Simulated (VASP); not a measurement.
A run of VASP 6.6.1 is set up as follows.

INCAR

```
  PREC = Accurate
  ENCUT = 520
  EDIFF = 1E-7
  ISMEAR = -1
  SIGMA = 0.02
  LREAL = Auto
  LASPH = T
  NELM = 60
  ALGO = Normal
  ISIF = 2
  LWAVE = F
  LCHARG = F
  GGA = PS
  IBRION = 2
  NSW = 80
  EDIFFG = -0.03
```

The input KPOINTS:

```
regular mesh
0
Gamma
  2 2 2
```

The input POSCAR:

```
Si16Ge
1.0
    0.0000000000      5.4300000000      5.4300000000
    5.4300000000      0.0000000000      5.4300000000
    5.4300000000      5.4300000000      0.0000000000
Si Ge
16 1
Direct
    0.0000000000      0.0000000000      0.0000000000
    0.1250000000      0.1250000000      0.1250000000
    0.0000000000      0.0000000000      0.5000000000
    0.1250000000      0.1250000000      0.6250000000
    0.0000000000      0.5000000000      0.0000000000
    0.1250000000      0.6250000000      0.1250000000
    0.0000000000      0.5000000000      0.5000000000
    0.1250000000      0.6250000000      0.6250000000
    0.5000000000      0.0000000000      0.0000000000
    0.6250000000      0.1250000000      0.1250000000
    0.5000000000      0.0000000000      0.5000000000
    0.6250000000      0.1250000000      0.6250000000
    0.5000000000      0.5000000000      0.0000000000
    0.6250000000      0.6250000000      0.1250000000
    0.5000000000      0.5000000000      0.5000000000
    0.6250000000      0.6250000000      0.6250000000
    0.3719735300      0.8706344900      0.3773511400
```

Potentials or basis: VASP PAW PBE potentials, release 64 (Si, Ge_d).

Command:

```console
$ cat potpaw_PBE.64/Si/POTCAR potpaw_PBE.64/Ge_d/POTCAR > POTCAR
$ mpirun -np 1 vasp_std > vasp.out
```

(1) Estimate the band gap on the k mesh.

(2) Estimate the energy gained by relaxing.

## Answers

(1) zero (bands 39 and 40 overlap by 0.31 eV).

(2) 18.8 meV/atom.

Caveat: the k points lie up to 0.50 Å⁻¹ apart.
